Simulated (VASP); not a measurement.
# MnSb4 (P4/mmm) in VASP: a series of runs

Runs on MnSb4. Level: PBE. Tasks: single point.

All numbers are computed with VASP 6.6.1; they aren't measurements. Logs are shortened: lines on timing, memory, paths and dates and some standing lists are left out, and cuts for length are marked.

## (1) The cell of the first run

The structure is tetragonal, space group P4/mmm (No. 123). The conventional cell has a = 3.080 Å, b = 3.080 Å, c = 14.994 Å, α = 90.00°, β = 90.00°, γ = 90.00°. Sb (site symmetry 4mm) has 1 Mn at 2.70 Å and 5 Sb at 3.08 to 3.29 Å within 3.6 Å. Sb (site symmetry 4mm) has 6 Sb at 3.02 to 3.29 Å within 4.0 Å. Mn (site symmetry 4/mmm) has 2 Sb at 2.70 Å and 4 Mn at 3.08 Å within 3.6 Å.

## (2) Single point, PBE, collinear spin, zero start

INCAR reads:

```
PREC = Accurate ; ENCUT = 520
EDIFF = 1E-6 ; ISMEAR = -1
SIGMA = 0.05 ; LREAL = F
LASPH = T ; NELM = 150
ALGO = Normal ; ISIF = 2
LWAVE = F ; LCHARG = F
ISPIN = 2 ; MAGMOM = 0 0 0 0 0
LORBIT = 11 ; NUPDOWN = 0.0
LMAXMIX = 4 ; GGA = PE
NBANDS = 28
```

KPOINTS reads:

```
Automatic mesh
0
Gamma
  7 7 2
```

POSCAR reads:

```
MnSb4
1.0
    3.0805000000      0.0000000000      0.0000000000
    0.0000000000      3.0805000000      0.0000000000
    0.0000000000      0.0000000000     14.9942030000
Sb Mn
4 1
Direct
    0.0000000000      0.0000000000      0.8196820000
    0.0000000000      0.0000000000      0.6005510000
    0.0000000000      0.0000000000      0.3994490000
    0.0000000000      0.0000000000      0.1803180000
    0.0000000000      0.0000000000      0.0000000000
```

Potentials or basis: VASP PAW PBE potentials, release 64 (Sb, Mn_pv).

Started as:

```bash
cat potpaw_PBE.64/Sb/POTCAR potpaw_PBE.64/Mn_pv/POTCAR > POTCAR
mpirun -np 1 vasp_std > vasp.out
```

OUTCAR:

```text
PREC = Accurate
   ENCUT = 520
   EDIFF = 1E-6
   ISMEAR = -1
   LREAL = F
   LASPH = T
   NELM = 150
   ISIF = 2
   ISPIN = 2
   LORBIT = 11
   NUPDOWN = 0.0
   GGA = PE

 ion  position               nearest neighbor table
   1  0.000  0.000  0.820-   5 2.70   2 3.29
   2  0.000  0.000  0.601-   3 3.02   1 3.29
   3  0.000  0.000  0.399-   2 3.02   4 3.29
   4  0.000  0.000  0.180-   5 2.70   3 3.29
   5  0.000  0.000  0.000-   1 2.70   4 2.70

  LATTYP: Found a simple tetragonal cell.
 ALAT       =     3.0805000000
 C/A-ratio  =     4.8674575556

  Lattice vectors:

 A1 = (   3.0805000000,   0.0000000000,   0.0000000000)
 A2 = (   0.0000000000,   3.0805000000,   0.0000000000)
 A3 = (   0.0000000000,   0.0000000000,  14.9942030000)

Analysis of symmetry for initial positions (statically):
=====================================================================
 Subroutine PRICEL returns:
 Original cell was already a primitive cell.

 Routine SETGRP: Setting up the symmetry group for a
 simple tetragonal supercell.

 Subroutine GETGRP returns: Found 16 space group operations
 (whereof 16 operations were pure point group operations)
 out of a pool of 16 trial point group operations.

The static configuration has the point symmetry D_4h.

Analysis of symmetry for dynamics (positions and initial velocities):
=====================================================================
 Subroutine PRICEL returns:
 Original cell was already a primitive cell.

 Routine SETGRP: Setting up the symmetry group for a
 simple tetragonal supercell.

 Subroutine GETGRP returns: Found 16 space group operations
 (whereof 16 operations were pure point group operations)
 out of a pool of 16 trial point group operations.

The dynamic configuration has the point symmetry D_4h.

Analysis of structural, dynamic, and magnetic symmetry:
=====================================================================
 Subroutine PRICEL returns:
 Original cell was already a primitive cell.

 Routine SETGRP: Setting up the symmetry group for a
 simple tetragonal supercell.

 Subroutine GETGRP returns: Found 16 space group operations
 (whereof 16 operations were pure point group operations)
 out of a pool of 16 trial point group operations.

The overall configuration has the point symmetry D_4h.

 Subroutine INISYM returns: Found 16 space group operations
 (whereof 16 operations are pure point group operations),
 and found     1 'primitive' translations

----------------------------------------------------------------------------------------

                                     Primitive cell

  volume of cell :     142.2872

  direct lattice vectors                    reciprocal lattice vectors
     3.080500000  0.000000000  0.000000000     0.324622626  0.000000000  0.000000000
     0.000000000  3.080500000  0.000000000     0.000000000  0.324622626  0.000000000
     0.000000000  0.000000000 14.994203000     0.000000000  0.000000000  0.066692441

  length of vectors
     3.080500000  3.080500000 14.994203000     0.324622626  0.324622626  0.066692441

  position of ions in fractional coordinates (direct lattice)
     0.000000000  0.000000000  0.819682000
     0.000000000  0.000000000  0.600551000
     0.000000000  0.000000000  0.399449000
     0.000000000  0.000000000  0.180318000
     0.000000000  0.000000000  0.000000000

  ion indices of the primitive-cell ions
   primitive index   ion index
                 1           1
                 2           2
                 3           3
                 4           4
                 5           5

----------------------------------------------------------------------------------------

 KPOINTS: Automatic mesh

Automatic generation of k-mesh.
 Grid dimensions read from file:
 generate k-points for:    7    7    2

 Generating k-lattice:

  Cartesian coordinates                     Fractional coordinates (reciprocal lattice)
     0.046374661  0.000000000  0.000000000     0.142857143  0.000000000  0.000000000
     0.000000000  0.046374661  0.000000000     0.000000000  0.142857143  0.000000000
     0.000000000  0.000000000  0.033346221     0.000000000  0.000000000  0.500000000

  Length of vectors
     0.046374661  0.046374661  0.033346221

  Shift w.r.t. Gamma in fractional coordinates (k-lattice)
     0.000000000  0.000000000  0.000000000

 Subroutine IBZKPT returns following result:
 ===========================================

 Found     20 irreducible k-points:

 Following reciprocal coordinates:
            Coordinates               Weight
  0.000000  0.000000  0.000000      1.000000
  0.142857  0.000000  0.000000      4.000000
  0.285714  0.000000  0.000000      4.000000
  0.428571  0.000000  0.000000      4.000000
  0.142857  0.142857  0.000000      4.000000
  0.285714  0.142857  0.000000      8.000000
[... 12 lines left out ...]
  0.428571  0.285714  0.500000      8.000000
  0.428571  0.428571  0.500000      4.000000
   k-points           NKPTS =     20   k-points in BZ     NKDIM =     20   number of bands    NBANDS=     28
   number of dos      NEDOS =    301   number of ions     NIONS =      5
   total plane-waves  NPLWV =  64512
   dimension x,y,z NGX =    24 NGY =   24 NGZ =  112
   dimension x,y,z NGXF=    48 NGYF=   48 NGZF=  224
   ions per type =               4   1
   NGX,Y,Z   is equivalent  to a cutoff of  12.95, 12.95, 12.42 a.u.
   NGXF,Y,Z  is equivalent  to a cutoff of  25.90, 25.90, 24.84 a.u.
 SYSTEM =  unknown system
   PREC   = accura    normal or accurate (medium, high low for compatibility)
   ISTART =      0    job   : 0-new  1-cont  2-samecut
   ICHARG =      2    charge: 1-file 2-atom 10-const
   ISPIN  =      2    spin polarized calculation?
   LNONCOLLINEAR =      F non collinear calculations
   LSORBIT =      F    spin-orbit coupling
   LASPH  =      T    aspherical Exc in radial PAW
   ENCUT  =  520.0 eV  38.22 Ry    6.18 a.u.   5.73  5.73 27.88*2*pi/ulx,y,z
   NELM   =    150;   NELMIN=  2; NELMDL= -5     # of ELM steps
   EDIFF  = 0.1E-05   stopping-criterion for ELM
   LREAL  =      F    real-space projection
   EDIFFG = 0.1E-04   stopping-criterion for IOM
   NSW    =      0    number of steps for IOM
   IBRION =     -1    ionic relax: 0-MD 1-quasi-New 2-CG
   NFREE  =      0    steps in history (QN), initial steepest desc. (CG)
   ISIF   =      2    stress and relaxation
   ISYM   =      2    0-nonsym 1-usesym 2-fastsym
   POTIM  = 0.5000    time-step for ionic-motion
   TEBEG  =    0.0;   TEEND  =   0.0 temperature during run
   PSTRESS=    0.0 pullay stress
   NELECT =      33.0000    total number of electrons
   NUPDOWN=       0.0000    fix difference up-down
   EMIN   =  10.00;   EMAX   =-10.00  energy-range for DOS
   EFERMI =   0.00;   METHOD = LEGACY
   ISMEAR =    -1;   SIGMA  =   0.05  broadening in eV -4-tet -1-fermi 0-gaus
   EFERMI_NEDOS =   21; number of points for ismear=-14 and -15
   IALGO  =     38    algorithm
   IMIX   =      4    mixing-type and parameters
     AMIX     =   0.40;   BMIX     =  1.00
     AMIX_MAG =   1.60;   BMIX_MAG =  1.00
  volume/ion in A,a.u.               =      28.46       192.04
  Fermi-wavevector in a.u.,A,eV,Ry     =   1.005829  1.900741 13.764908  1.011692
  Thomas-Fermi vector in A             =   2.138533
   LORBIT       =     11    0 simple, 1 ext, 2 COOP (PROOUT), +10 PAW based schemes
   GGA     = PE    functional components
   LHFCALC =     F    Hartree Fock is set to
   AEXX    =    0.0000 exact exchange contribution
   IVDW    =     0    specifies the selected vdW correction
   LEPSILON=     F    determine dielectric tensor
   LRPA    =     F    only Hartree local field effects (RPA)
 spin polarized calculation
  energy-cutoff  :      520.00
  volume of cell :      142.29
 maximum number of plane-waves:      3852
 NGX is ok and might be reduce to    24
   NGX = 11   NGY = 11   NGZ = 55

 number of electron      32.9999998 magnetization      -0.0000000

 number of electron      32.9999998 magnetization       0.0000000

 Free energy of the ion-electron system (eV)
  ---------------------------------------------------
  ext. energy  EPLUGINS =         0.00000000
  ---------------------------------------------------
  free energy    TOTEN  =       -22.29441674 eV

  energy without entropy =      -22.21653550  energy(sigma->0) =      -22.25547612

 E-fermi :   6.3351     XC(G=0):  -9.6527

 val. band max:        6.3335372267   @ k =   0.2857   0.2857   0.0000
 cond. band min:       6.3366272771   @ k =   0.1429   0.1429   0.5000
 fundamental gap:      0.0030900504
 Fermi energy:         6.3353454468

 spin component 1

 k-point     1 :       0.0000    0.0000    0.0000
  band No.  band energies     occupation
      1     -41.2756      1.00000
      2     -41.2756      1.00000
      3     -41.2083      1.00000
      4      -5.8326      1.00000
      5      -5.1550      1.00000
      6      -4.8483      1.00000
[... 20 lines left out ...]
     27      13.6041      0.00000
[... 566 lines left out ...]
      5      -0.5673      1.00000
      6      -0.0428      1.00000
[... 20 lines left out ...]
     27      10.4885      0.00000
     28      10.6665      0.00000
 Fermi energy:         6.3350796826

 spin component 2

 k-point     1 :       0.0000    0.0000    0.0000
  band No.  band energies     occupation
      1     -41.2726      1.00000
      2     -41.2726      1.00000
      3     -41.2114      1.00000
      4      -5.8326      1.00000
      5      -5.1551      1.00000
      6      -4.8484      1.00000
[... 20 lines left out ...]
     27      13.6041      0.00000
[... 567 lines left out ...]
      6      -0.0429      1.00000
[... 20 lines left out ...]
     27      10.4884      0.00000
     28      10.6660      0.00000

------------------------ aborting loop because EDIFF is reached ----------------------------------------

  FORCE on cell =-STRESS in cart. coord.  units (eV):
  Direction    XX          YY          ZZ          XY          YZ          ZX
  --------------------------------------------------------------------------------------
  -------------------------------------------------------------------------------------
  Total       -2.1524444     -2.1524444     -4.2271342      0.0000000     -0.0000000     -0.0000000
  in kB      -24.2368797    -24.2368797    -47.5982300      0.0000000     -0.0000000     -0.0000000
  external PRESSURE =     -32.0239965 kB  Pullay stress =       0.0000000 kB

 VOLUME and BASIS-vectors are now :
 -----------------------------------------------------------------------------
  energy-cutoff  :      520.00
  volume of cell :      142.29
      direct lattice vectors                 reciprocal lattice vectors
     3.080500000  0.000000000  0.000000000     0.324622626  0.000000000  0.000000000
     0.000000000  3.080500000  0.000000000     0.000000000  0.324622626  0.000000000
     0.000000000  0.000000000 14.994203000     0.000000000  0.000000000  0.066692441

 POSITION                                       TOTAL-FORCE (eV/Angst)
 -----------------------------------------------------------------------------------
      0.00000      0.00000     12.29048         0.000000      0.000000      0.585928
      0.00000      0.00000      9.00478         0.000000      0.000000     -0.069851
      0.00000      0.00000      5.98942         0.000000     -0.000000      0.069851
      0.00000      0.00000      2.70372        -0.000000     -0.000000     -0.585928
      0.00000      0.00000      0.00000         0.000000     -0.000000      0.000000
 -----------------------------------------------------------------------------------
    total drift:                                0.000000     -0.000000     -0.000000

  FREE ENERGIE OF THE ION-ELECTRON SYSTEM (eV)
  ---------------------------------------------------
  free  energy   TOTEN  =       -22.2944167416 eV

  energy  without entropy=      -22.2165355009  energy(sigma->0) =      -22.25547612

 total charge

# of ion       s       p       d       tot
------------------------------------------
    1        1.202   1.137   0.036   2.375
    2        1.215   1.119   0.037   2.372
    3        1.215   1.119   0.037   2.372
    4        1.202   1.137   0.036   2.375
    5        0.266   6.103   5.062  11.431
--------------------------------------------------
tot          5.100  10.616   5.209  20.925

 magnetization (x)

# of ion       s       p       d       tot
------------------------------------------
    1       -0.000  -0.000  -0.000  -0.000
    2       -0.000  -0.000  -0.000  -0.000
    3       -0.000  -0.000  -0.000  -0.000
    4       -0.000  -0.000  -0.000  -0.000
    5       -0.000  -0.000   0.001   0.001
--------------------------------------------------
tot         -0.000  -0.000   0.001   0.001
```

It took 97 s on 1 thread of Intel Xeon 6975P-C (Granite Rapids), shared host; peak memory 0.35 GiB.

Results:

```
Free energy                                           : -22.2944 eV
Pressure                                              : -3.2 GPa
Largest force                                         : 0.586 eV/Å
Net moment                                            : 0.00 μB per cell
Valence electrons inside the program's atomic spheres : Sb 2.38, 2.37 (each value once); Mn 11.43
```

Forces in eV/Å, atoms in the order of the input:
```
Sb   0.000  0.000  0.586
Sb   0.000  0.000 -0.070
Sb   0.000  0.000  0.070
Sb   0.000  0.000 -0.586
Mn   0.000  0.000  0.000
```

Caveat: the cell stands under tension; spin-orbit coupling is left out, which moves the levels of the heavy elements; the total moment is fixed, so each spin has its own Fermi level.

## (3) Single point, PBE, collinear spin, ferromagnetic start

INCAR reads:

```
ALGO     = Normal         # electronic algorithm
EDIFF    = 1E-6           # SCF threshold, eV
ENCUT    = 520            # plane-wave cutoff, eV
GGA      = PE             # functional
ISIF     = 2              # what is computed and relaxed
ISMEAR   = -1             # smearing method
ISPIN    = 2              # spin polarisation
LASPH    = T              # aspherical terms in the spheres
LCHARG   = T              # write CHGCAR
LELF     = T              # ELF
LMAXMIX  = 4              # l up to which the mixer works
LORBIT   = 11             # projections on sites
LREAL    = F              # projectors in reciprocal space
LVHAR    = T            
LWAVE    = F              # write WAVECAR
MAGMOM   = 0 0 0 0 1      # initial moments
NBANDS   = 28             # bands
NELM     = 150            # most SCF steps
NUPDOWN  = 1.0            # fixed moment
PREC     = Accurate       # precision mode
SIGMA    = 0.05           # smearing width, eV
```

KPOINTS reads:

```
k-points
0
Gamma
  7 7 2
```

POSCAR is that of step 2.

Potentials or basis: VASP PAW PBE potentials, release 64 (Sb, Mn_pv).

Started as:

```bash
cat potpaw_PBE.64/Sb/POTCAR potpaw_PBE.64/Mn_pv/POTCAR > POTCAR
mpirun -np 1 vasp_std > vasp.out
```

It took 2.5 min on 1 thread of Intel Xeon 6975P-C (Granite Rapids), shared host; peak memory 0.36 GiB.

The run converged. Its results:

* Free energy: -22.8963 eV
* Pressure: -2.0 GPa
* Largest force: 0.460 eV/Å
* Net moment: 1.00 μB per cell
* Site moments: Sb -0.16, -0.12 (each value once); Mn +2.18 μB
* Valence electrons inside the program's atomic spheres: Sb 2.39, 2.37 (each value once); Mn 11.42

Forces in eV/Å, atoms in the order of the input:
```
Sb   0.000  0.000  0.460
Sb   0.000  0.000  0.028
Sb   0.000  0.000 -0.028
Sb   0.000  0.000 -0.460
Mn   0.000  0.000  0.000
```

Stress tensor (GPa, compression positive):
```
-1.78  0.00  0.00
 0.00 -1.78  0.00
 0.00  0.00 -2.37
```

Caveat: spin-orbit coupling is left out, which moves the levels of the heavy elements; the total moment is fixed, so each spin has its own Fermi level and the state may be an excited one; a cell with one magnetic atom can't hold antiferromagnetic order, which such compounds often take.

## (4) Single point, PBE, collinear spin, ferromagnetic start

INCAR reads:

```
SYSTEM = MnSb4
PREC = Accurate
ENCUT = 520
EDIFF = 1E-7
ISMEAR = -1
SIGMA = 0.05
LREAL = .FALSE.
LASPH = .TRUE.
NELM = 150
ALGO = Normal
ISIF = 2
LWAVE = .FALSE.
LCHARG = .FALSE.
ISPIN = 2
MAGMOM = 0 0 0 0 2
LORBIT = 11
NUPDOWN = 2.0
LMAXMIX = 4
GGA = PE
NBANDS = 28
```

KPOINTS reads:

```
regular mesh
0
G
  7 7 2
  0 0 0
```

POSCAR is that of step 3.

Started as:

```bash
cat potpaw_PBE.64/Sb/POTCAR potpaw_PBE.64/Mn_pv/POTCAR > POTCAR
mpirun -np 1 vasp_std > vasp.out
```

Wall time 2 min (1 thread of Intel Xeon 6975P-C (Granite Rapids), shared host); peak memory 0.35 GiB.

It converged, with:

```
Free energy                                           : -23.4381 eV
Pressure                                              : -1.2 GPa
Largest force                                         : 0.360 eV/Å
Net moment                                            : 2.00 μB per cell
Site moments                                          : Sb -0.16, -0.12 (each value once); Mn +3.08 μB
Valence electrons inside the program's atomic spheres : Sb 2.39, 2.38 (each value once); Mn 11.42
```

Forces on the atoms (eV/Å):
```
Sb   0.000  0.000  0.360
Sb   0.000  0.000 -0.011
Sb   0.000  0.000  0.011
Sb   0.000  0.000 -0.360
Mn   0.000  0.000  0.000
```

Stress tensor (GPa, compression positive):
```
-1.13  0.00  0.00
 0.00 -1.13  0.00
 0.00  0.00 -1.47
```

Caveat: spin-orbit coupling is left out, which moves the levels of the heavy elements; the total moment is fixed, so each spin has its own Fermi level and the state may be an excited one; a cell with one magnetic atom can't hold antiferromagnetic order, which such compounds often take.

[end of part 1 of 2]
